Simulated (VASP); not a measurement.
Crystal: BaTiO3.

```xyz
5
Lattice="3.9998 0.0000 0.0000 0.0000 3.9998 0.0000 0.0000 0.0000 4.0180" Properties=species:S:1:pos:R:3 pbc="T T T"
Ba    0.0000    0.0000    0.0000
Ti    1.9999    1.9999    1.9688
O     1.9999    1.9999    0.0763
O     1.9999    0.0000    2.0773
O     0.0000    1.9999    2.0773
```

| Property | Result |
| --- | --- |
| Program | VASP 6.6.1 |
| Task | relaxation of cell and atoms |
| Functional | PBE |
| Potentials or basis | VASP PAW PBE potentials, release 64 (Ba_sv, Ti_sv, O) |
| Cutoff | 600 eV |
| k mesh | 6 × 6 × 6 |
| Occupations | gaussian, width 0.01 eV |
| Spin | no spin polarisation |

At the start: pressure 4.0 GPa; volume 12.86 Å³/atom.

Question: How do energy, volume and symmetry change on relaxing?

Answer: Over 14 steps the energy falls by 11.3 meV/atom and the volume is 13.47 Å³/atom (+4.8 %); space group P4mm (No. 99, to 0.05 Å).

The path:
```tsv
step	energy change (eV)	largest force (eV/Å)	pressure (GPa)	volume (Å³)
1	0.0000	0.2781	4.05	64.28
2	-0.0135	0.4561	-3.16	67.35
3	-0.0242	0.3771	-0.44	66.09
4	-0.0339	0.2265	-0.19	66.20
5	-0.0402	0.1162	0.41	66.37
6	-0.0465	0.1170	0.04	66.75
7	-0.0507	0.1751	-0.44	67.44
8	-0.0538	0.1314	0.31	67.10
9	-0.0540	0.1169	0.56	66.99
10	-0.0559	0.1112	-0.09	67.28
11	-0.0559	0.1277	-0.20	67.33
12	-0.0562	0.0876	0.20	67.29
13	-0.0565	0.0282	0.04	67.31
14	-0.0566	0.0131	0.01	67.34
```

Final structure:
```
Ba Ti O
1.0
     3.99832    0.00000    0.00000
     0.00000    3.99832    0.00000
     0.00000    0.00000    4.21239
Ba Ti O
1 1 3
Direct
  0.00000 0.00000 0.99120
  0.50000 0.50000 0.47221
  0.50000 0.50000 0.04075
  0.50000 0.00000 0.51942
  0.00000 0.50000 0.51942
```
